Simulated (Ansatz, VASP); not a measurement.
**Sn in VASP and in Ansatz**

```xyz
2
Lattice="3.4114 0.0000 0.0000 -1.7057 2.9544 0.0000 0.0000 0.0000 5.6683" Properties=species:S:1:pos:R:3 pbc="T T T"
Sn    0.0000    1.9696    1.4171
Sn    1.7057    0.9848    4.2512
```

Alike in both runs: functional RPBE; k mesh 11 × 11 × 6; occupations fermi-dirac, width 0.1 eV; no spin polarisation.

Ansatz relaxed the structure, and its values are those at the end. VASP's run is a single point on that final structure, the one shown.

```csv
,VASP,Ansatz
version,VASP 6.6.1,Ansatz 0.2.0
potentials or method,"VASP PAW PBE potentials, release 64 (Sn_d), cutoff 520 eV","plane waves (420 eV) with PAW, scalar-relativistic"
valence electrons in the cell,28,28
```

```tsv
	VASP	Ansatz	Ansatz less VASP
pressure (GPa)	-0.1	0.0	+0.07
```

VASP's potentials were made for PBE, not for RPBE. With one functional, cell and mesh, what is left measures potentials, basis and numerics.
